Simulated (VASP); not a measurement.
Here is a VASP 6.6.1 calculation.

INCAR

```
SYSTEM = Ga
ALGO = Normal
EDIFF = 1E-6
ENCUT = 500
GGA = PS
GGA_COMPAT = .False.
ISIF = 2
ISMEAR = -1
LASPH = .True.
LCHARG = .False.
LREAL = .False.
LWAVE = .False.
NBANDS = 12
NELM = 120
PREC = Accurate
SIGMA = 0.1
```

KPOINTS

```
k-points
0
Gamma
  15 15 15
  0 0 0
```

File POSCAR:

```
Ga
1.0
   -1.5815570152      1.5815570152      1.5815570152
    1.5815570152     -1.5815570152      1.5815570152
    1.5815570152      1.5815570152     -1.5815570152
Ga
1
Direct
    0.0000000000      0.0000000000      0.0000000000
```

Potentials or basis: VASP PAW PBE potentials, release 64 (Ga_d).

The run is started by

```sh
$ cat potpaw_PBE.64/Ga_d/POTCAR > POTCAR
$ mpirun -np 1 vasp_std > vasp.out
```

(1) Predict the pressure.

Results:

(1) 10.2 GPa.

Caveat: the PAW data sets were made with another functional, which shifts forces and pressure a little.
